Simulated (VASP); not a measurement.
Here is a VASP 6.6.1 calculation.

The input INCAR:

```
ALGO     = Normal         # electronic algorithm
EDIFF    = 1E-7           # SCF threshold, eV
EDIFFG   = -0.01          # ionic threshold
ENCUT    = 600            # plane-wave cutoff, eV
GGA      = PE             # functional
IBRION   = 2              # ionic algorithm
ISIF     = 3              # what is computed and relaxed
ISMEAR   = -1             # smearing method
IVDW     = 12             # dispersion correction
LASPH    = T              # aspherical terms in the spheres
LCHARG   = F              # write CHGCAR
LREAL    = F              # projectors in reciprocal space
LWAVE    = F              # write WAVECAR
NELM     = 60             # most SCF steps
NSW      = 60             # ionic steps
PREC     = Accurate       # precision mode
SIGMA    = 0.05           # smearing width, eV
```

File KPOINTS:

```
k-points
0
Gamma
  10 10 10
```

File POSCAR:

```
Ge
1.0
    2.7104700000      0.0000000000      0.0000000000
    0.0000000000      2.7104700000      0.0000000000
    0.0000000000      0.0000000000      2.7104700000
Ge
1
Direct
    0.0000000000      0.0000000000      0.0000000000
```

Potentials or basis: VASP PAW PBE potentials, release 64 (Ge_d).

Launch:

```sh
$ cat potpaw_PBE.64/Ge_d/POTCAR > POTCAR
$ mpirun -np 1 vasp_std > vasp.out
```

Predict the band gap on the k mesh.

zero (bands 7 and 8 overlap by 9.50 eV).

What does it give for the relaxed volume?

19.02 Å³/atom.

What does it give for the relaxed cell?

a = 2.669 Å, b = 2.669 Å, c = 2.669 Å, α = 90.00°, β = 90.00°, γ = 90.00°.

Final structure:
```
CELL_PARAMETERS angstrom
2.66937 0.00000 0.00000
0.00000 2.66937 0.00000
0.00000 0.00000 2.66937
ATOMIC_POSITIONS crystal
Ge 0.00000 0.00000 0.00000
```
